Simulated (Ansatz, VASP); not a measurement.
One calculation of Ti12Si, two programs

INCAR

```
ALGO     = Normal         # electronic algorithm
DIPOL    = 0.5 0.5 0.305
EDIFF    = 1E-6           # SCF threshold, eV
ENCUT    = 520            # plane-wave cutoff, eV
GGA      = PE             # functional
IDIPOL   = 3            
ISIF     = 2              # what is computed and relaxed
ISMEAR   = 0              # smearing method
IVDW     = 12             # dispersion correction
LASPH    = True           # aspherical terms in the spheres
LCHARG   = True           # write CHGCAR
LDIPOL   = True         
LELF     = True           # ELF
LREAL    = False          # projectors in reciprocal space
LVACPOTAV= True         
LVHAR    = True         
LWAVE    = False          # write WAVECAR
NBANDS   = 86             # bands
NELM     = 60             # most SCF steps
PREC     = Accurate       # precision mode
SIGMA    = 0.1            # smearing width, eV
```

KPOINTS

```
k-points
0
Gamma
  6 6 1
```

The input POSCAR:

```
Ti12Si
1.0
    5.7099611434      0.0000000000      0.0000000000
   -2.8549805717      4.9449714048      0.0000000000
    0.0000000000      0.0000000000     21.5932633302
Ti Si
12 1
Direct
    0.3333333333      0.1666666667      0.1852429593
    0.3333333333      0.6666666667      0.1852429593
    0.8333333333      0.1666666667      0.1852429593
    0.8333333333      0.6666666667      0.1852429593
    0.1666666667      0.3333333333      0.2894365806
    0.1666666667      0.8333333333      0.2894365806
    0.6666666667      0.3333333333      0.2894365806
    0.6666666667      0.8333333333      0.2894365806
    0.0000000000      0.0000000000      0.3933293083
    0.0000000000      0.5000000000      0.3933293083
    0.5000000000      0.0000000000      0.3933293083
    0.5000000000      0.5000000000      0.3933293083
    0.1666666667      0.3333333333      0.4952129359
```

Input for Ansatz:

```yaml
crystal:
  lattice:
    - [5.7099611434, 0.0, 0.0]
    - [-2.8549805717, 4.9449714048, 0.0]
    - [0.0, 0.0, 21.5932633302]
  atoms:
    - { symbol: Ti, position: [0.3333333333, 0.1666666667, 0.1852429593] }
    - { symbol: Ti, position: [0.3333333333, 0.6666666667, 0.1852429593] }
    - { symbol: Ti, position: [0.8333333333, 0.1666666667, 0.1852429593] }
    - { symbol: Ti, position: [0.8333333333, 0.6666666667, 0.1852429593] }
    - { symbol: Ti, position: [0.1666666667, 0.3333333333, 0.2894365806] }
    - { symbol: Ti, position: [0.1666666667, 0.8333333333, 0.2894365806] }
    - { symbol: Ti, position: [0.6666666667, 0.3333333333, 0.2894365806] }
    - { symbol: Ti, position: [0.6666666667, 0.8333333333, 0.2894365806] }
    - { symbol: Ti, position: [0.0, 0.0, 0.3933293083] }
    - { symbol: Ti, position: [0.0, 0.5, 0.3933293083] }
    - { symbol: Ti, position: [0.5, 0.0, 0.3933293083] }
    - { symbol: Ti, position: [0.5, 0.5, 0.3933293083] }
    - { symbol: Si, position: [0.1666666667, 0.3333333333, 0.4952129359] }
basis:
  ecutwfc: 420
kpoints:
  mp_grid: { grid: [6, 6, 1] }
hamiltonian:
  xc: pbe
  pseudopotentials: { kind: paw, azcp: { folder: soft_1 } }
  dispersion: d3bj
scf:
  occupations: { method: gaussian, width: 0.1 }
output:
  forces: true
  eigenvalues: true
efield:
  axis: 3
  dipole_correction: true
  ramp_width: 0.04
```

Alike in both runs: task single point; functional PBE; dispersion D3(BJ); k mesh 6 × 6 × 1; occupations gaussian, width 0.1 eV; no spin polarisation.

|  | VASP | Ansatz |
| --- | --- | --- |
| version | VASP 6.6.1 | Ansatz 0.2.0 |
| potentials or method | VASP PAW PBE potentials, release 64 (Ti_sv, Si), cutoff 520 eV | scalar-relativistic, plane waves, PAW |
| valence electrons in the cell | 148 | 148 |

Ansatz gave:

| Property | Result |
| --- | --- |
| gap on the k mesh at the Fermi level (eV) | none |
| rms of the force components (eV/Å) | 0.431 |
| work function, face that differs most (eV) | 5.20 |

What did VASP give for the same quantities?

gap on the k mesh at the Fermi level (eV): none; rms of the force components (eV/Å): 0.429; work function, face that differs most (eV): 5.19.

Atom by atom the forces differ by 0.007 eV/Å (rms over components). A gap of «none» marks a metal or a gap that the smearing closes.
